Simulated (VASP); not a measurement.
Input of a VASP 6.6.1 run:

The input POSCAR:

```
AlN
1.0
    0.0000000000      1.9780000000      1.9780000000
    1.9780000000      0.0000000000      1.9780000000
    1.9780000000      1.9780000000      0.0000000000
Al N
1 1
Direct
    0.0000000000      0.0000000000      0.0000000000
    0.5000000000      0.5000000000      0.5000000000
```

Contents of INCAR.step1:

```
PREC     = Accurate       # precision mode
ENCUT    = 580            # plane-wave cutoff, eV
ISMEAR   = -1             # smearing method
SIGMA    = 0.02           # smearing width, eV
LREAL    = False          # projectors in reciprocal space
LASPH    = True           # aspherical terms in the spheres
NELM     = 120            # most SCF steps
NBANDS   = 11             # bands
GGA      = PE             # functional
ALGO     = Normal         # electronic algorithm
EDIFF    = 1E-5           # SCF threshold, eV
LWAVE    = True           # write WAVECAR
LCHARG   = False          # write CHGCAR
GGA_COMPAT= False
```

The input INCAR.step2:

```
PREC     = Accurate       # precision mode
ENCUT    = 580            # plane-wave cutoff, eV
EDIFF    = 1E-8           # SCF threshold, eV
ISMEAR   = -1             # smearing method
SIGMA    = 0.02           # smearing width, eV
LREAL    = False          # projectors in reciprocal space
LASPH    = True           # aspherical terms in the spheres
NELM     = 120            # most SCF steps
ALGO     = Normal         # electronic algorithm
ISIF     = 2              # what is computed and relaxed
LWAVE    = False          # write WAVECAR
LCHARG   = False          # write CHGCAR
METAGGA  = R2SCAN         # meta-GGA
LMIXTAU  = True         
LEFG     = True         
NBANDS   = 11             # bands
ISTART   = 1            
GGA_COMPAT= False
```

KPOINTS

```
regular mesh
0
Gamma
  13 13 13
```

Potentials or basis: VASP PAW PBE potentials, release 64 (Al, N).

The run is started by

```bash
$ cat potpaw_PBE.64/Al/POTCAR potpaw_PBE.64/N/POTCAR > POTCAR
$ cp INCAR.step1 INCAR
$ mpirun -np 1 vasp_std > vasp.out
$ cp INCAR.step2 INCAR
$ mpirun -np 1 vasp_std > vasp.out
```

(1) Estimate the pressure.

(2) Estimate the band gap on the k mesh.

Answers

(1) 18.4 GPa.

(2) 5.92 eV (least direct gap 7.53 eV).

Caveat: the cell stands under pressure; the PAW data sets were made with another functional, which shifts forces and pressure a little; an odd mesh through Γ misses points on the zone boundary, where band edges can lie.
